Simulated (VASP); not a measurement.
Here is a VASP 6.6.1 calculation.

File POSCAR:

```
Nb
1.0
    2.7196400000      0.0000000000      0.0000000000
    0.0000000000      2.7196400000      0.0000000000
    0.0000000000      0.0000000000      2.7196400000
Nb
1
Direct
    0.5000000000      0.5000000000      0.5000000000
```

The input INCAR.step1:

```
  ALGO = Normal
  EDIFF = 1E-5
  ENCUT = 520
  GGA = PE
  ISIF = 2
  ISMEAR = -1
  LASPH = T
  LCHARG = F
  LREAL = F
  LWAVE = T
  NBANDS = 12
  NELM = 60
  PREC = Accurate
  SIGMA = 0.05
```

Contents of INCAR.step2:

```
  AEXX = 0.25
  ALGO = Normal
  EDIFF = 1E-6
  ENCUT = 520
  GGA = PS
  ISIF = 2
  ISMEAR = -1
  ISTART = 1
  LASPH = T
  LCHARG = F
  LHFCALC = T
  LREAL = F
  LWAVE = F
  NBANDS = 12
  NELM = 60
  PREC = Accurate
  PRECFOCK = Normal
  SIGMA = 0.05
```

The input KPOINTS:

```
k-points
0
Gamma
  5 5 5
```

Potentials or basis: VASP PAW PBE potentials, release 64 (Nb_sv).

The run is started by

```console
$ cat potpaw_PBE.64/Nb_sv/POTCAR > POTCAR
$ cp INCAR.step1 INCAR
$ mpirun -np 1 vasp_std > vasp.out
$ cp INCAR.step2 INCAR
$ mpirun -np 1 vasp_std > vasp.out
```

(1) What does it give for the pressure?

(2) Estimate the band gap on the k mesh.

Answers

(1) -2.3 GPa.

(2) zero (an odd number of electrons rules out a gap without spin polarisation).

Caveat: the k points lie up to 0.46 Å⁻¹ apart, too coarse for converged energies and pressures of a metal; the PAW data sets were made with another functional, which shifts forces and pressure a little.
